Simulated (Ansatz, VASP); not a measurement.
Ca3Co: VASP beside Ansatz

```xyz
4
Lattice="4.9151 0.0000 0.0000 0.0000 4.9151 0.0000 0.0000 0.0000 4.9151" Properties=species:S:1:pos:R:3 pbc="T T T"
Ca    0.0000    2.4575    2.4575
Ca    2.4575    0.0000    2.4575
Ca    2.4575    2.4575    0.0000
Co    0.0000    0.0000    0.0000
```

Alike in both runs: functional PBE; k mesh 4 × 4 × 4; occupations gaussian, width 0.1 eV; collinear spin.

Ansatz relaxed the structure, and its values are those at the end. VASP's run is a single point on that final structure, the one shown.

|  | VASP | Ansatz |
| --- | --- | --- |
| version | VASP 6.6.1 | Ansatz 0.2.0 |
| potentials or method | VASP PAW PBE potentials, release 64 (Ca_sv, Co), cutoff 520 eV | scalar-relativistic, plane waves, PAW |
| valence electrons in the cell | 39 | 47 |

Ansatz gave:

```
gap on the k mesh at the Fermi level (eV)                     : none
pressure (GPa)                                                : 0.1
net moment per atom (μB)                                      : 0.40
size of the moment on the site where the two differ most (μB) : 1.79
```

What did VASP give for the same quantities?

gap on the k mesh at the Fermi level (eV): none; pressure (GPa): 0.1; net moment per atom (μB): 0.39; size of the moment on the site where the two differ most (μB): 1.72.

Site moments also hang on the region over which each program counts them. A gap of «none» marks a metal or a gap that the smearing closes. VASP's potentials hold 39 valence electrons a cell and Ansatz's 47, so a difference there can come from the potentials and not from the codes.
